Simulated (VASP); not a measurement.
Input of a VASP 6.6.1 run:

POSCAR

```
Co
1.0
    3.9592636956      0.0000000000      0.0000000000
   -1.9796318478      3.4288229407      0.0000000000
    0.0000000000      0.0000000000      2.4276056555
Co
3
Direct
    0.0000000000      0.0000000000      0.0000000000
    0.3333333333      0.6666666667      0.5000000000
    0.6666666667      0.3333333333      0.5000000000
```

INCAR.step1

```
SYSTEM = Co
PREC = Accurate
ENCUT = 520
ISMEAR = -1
SIGMA = 0.1
LREAL = .False.
LASPH = .True.
NELM = 60
NBANDS = 20
GGA = PE
ALGO = Normal
EDIFF = 1E-4
LWAVE = .True.
LCHARG = .False.
```

The input INCAR.step2:

```
SYSTEM = Co
PREC = Accurate
ENCUT = 520
EDIFF = 1E-6
ISMEAR = -1
SIGMA = 0.1
LREAL = .False.
LASPH = .True.
NELM = 60
ALGO = Normal
ISIF = 2
LWAVE = .False.
LCHARG = .False.
METAGGA = R2SCAN
LMIXTAU = .True.
NBANDS = 20
ISTART = 1
```

File KPOINTS:

```
regular mesh
0
Gamma
  11 11 15
  0 0 0
```

Potentials or basis: VASP PAW PBE potentials, release 64 (Co).

Launch:

```bash
$ cat potpaw_PBE.64/Co/POTCAR > POTCAR
$ cp INCAR.step1 INCAR
$ mpirun -np 1 vasp_std > vasp.out
$ cp INCAR.step2 INCAR
$ mpirun -np 1 vasp_std > vasp.out
```

Q: Predict the pressure.

A: -16.8 GPa.

Stress tensor (GPa, compression positive):
```
-17.27   0.00   0.00
  0.00 -17.27   0.00
  0.00   0.00 -15.96
```

Caveat: the PAW data sets were made with another functional, which shifts forces and pressure a little; the run has no spin polarisation, though such a crystal can be magnetic. Spin polarisation is off, so any magnetic state and its effect on volume and gap are missing.
